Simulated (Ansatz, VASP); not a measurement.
One calculation of SiGe3Ru2, two programs

```
CELL_PARAMETERS angstrom
3.64062 0.00000 0.00000
0.00000 3.64062 0.00000
0.00000 0.00000 8.93853
ATOMIC_POSITIONS crystal
Si 0.00000 0.00000 0.00000
Ge 0.50000 0.50000 0.70546
Ge 0.50000 0.50000 0.29454
Ge 0.50000 0.50000 0.00000
Ru 0.00000 0.50000 0.50000
Ru 0.50000 0.00000 0.50000
```

Alike in both runs: functional PBE; k mesh 6 × 6 × 2; occupations gaussian, width 0.1 eV; no spin polarisation.

Ansatz relaxed the structure, and its values are those at the end. VASP's run is a single point on that final structure, the one shown.

|  | VASP | Ansatz |
| --- | --- | --- |
| version | VASP 6.6.1 | Ansatz 0.2.0 |
| potentials or method | VASP PAW PBE potentials, release 64 (Si, Ge_d, Ru_pv), cutoff 520 eV | scalar-relativistic, plane waves, PAW |
| valence electrons in the cell | 74 | 78 |

VASP gave:

| Property | Result |
| --- | --- |
| gap on the k mesh at the Fermi level (eV) | none |
| pressure (GPa) | -0.1 |
| rms of the force components (eV/Å) | 0.002 |

Q: Estimate Ansatz's values.

A: gap on the k mesh at the Fermi level (eV): none; pressure (GPa): -0.2; rms of the force components (eV/Å): 0.006.

A gap of «none» marks a metal or a gap that the smearing closes. The functional is the same, so the differences come from potentials, cutoffs and numerics. VASP's potentials hold 74 valence electrons a cell and Ansatz's 78, so a difference there can come from the potentials and not from the codes.
